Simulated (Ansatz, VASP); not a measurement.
## Two plane-wave programs on HfGa2As2

Contents of INCAR:

```
PREC = Accurate
ENCUT = 520
EDIFF = 1E-7
ISMEAR = 0
SIGMA = 0.1
LREAL = F
LASPH = T
NELM = 100
ALGO = Normal
ISIF = 2
LWAVE = F
LCHARG = T
GGA = PE
LELF = T
LVHAR = T
NBANDS = 31
```

Contents of KPOINTS:

```
regular mesh
0
Gamma
  6 6 2
```

The input POSCAR:

```
HfGa2As2
1.0
    4.3045820500      0.0000000000      0.0000000000
   -2.1522910300      3.7278774100      0.0000000000
    0.0000000000      0.0000000000      8.0597868700
Hf Ga As
1 2 2
Direct
    0.6666666700      0.3333333300      0.0000000000
    0.6666666700      0.3333333300      0.5000000000
    0.0000000000      0.0000000000      0.0000000000
    0.3333333300      0.6666666700      0.7122960100
    0.3333333300      0.6666666700      0.2877039900
```

Input for Ansatz:

```yaml
crystal:
  lattice:
    - [4.30458205, 0.0, 0.0]
    - [-2.15229103, 3.72787741, 0.0]
    - [0.0, 0.0, 8.05978687]
  atoms:
    - { symbol: Hf, position: [0.66666667, 0.33333333, 0.0] }
    - { symbol: Ga, position: [0.66666667, 0.33333333, 0.5] }
    - { symbol: Ga, position: [0.0, 0.0, 0.0] }
    - { symbol: As, position: [0.33333333, 0.66666667, 0.71229601] }
    - { symbol: As, position: [0.33333333, 0.66666667, 0.28770399] }
basis:
  ecutwfc: 420
kpoints:
  mp_grid: { grid: [6, 6, 2] }
hamiltonian:
  xc: pbe
scf:
  occupations: { method: gaussian, width: 0.1 }
  lower_state_search: "off"
output:
  forces: true
  stress: true
  eigenvalues: true
```

Change from the starting cell: species swapped into the Sr2ZnSb2 type (P-6m2, No. 187).

Alike in both runs: task single point; functional PBE; k mesh 6 × 6 × 2; occupations gaussian, width 0.1 eV; no spin polarisation.

|  | VASP | Ansatz |
| --- | --- | --- |
| version | VASP 6.6.1 | Ansatz 0.2.0 |
| potentials or method | VASP PAW PBE potentials, release 64 (Hf_pv, Ga_d, As), cutoff 520 eV | scalar-relativistic, plane waves, PAW |
| valence electrons in the cell | 46 | 82 |

Ansatz gave:

| Item | Value |
| --- | --- |
| gap on the k mesh at the Fermi level (eV) | none |
| pressure (GPa) | -4.4 |
| traceless stress, the component that is largest in VASP (GPa) | -9.22 |
| rms of the force components (eV/Å) | 0.379 |

Q: Which values does VASP return?

A: gap on the k mesh at the Fermi level (eV): none; pressure (GPa): -4.5; traceless stress, the component that is largest in VASP (GPa): -9.15; rms of the force components (eV/Å): 0.381.

Atom by atom the forces differ by 0.002 eV/Å (rms over components). A gap of «none» marks a metal or a gap that the smearing closes. VASP's potentials hold 46 valence electrons a cell and Ansatz's 82, so a difference there can come from the potentials and not from the codes.

The k mesh is coarse, so the values compare programs but aren't converged. Spin-orbit coupling is off throughout.
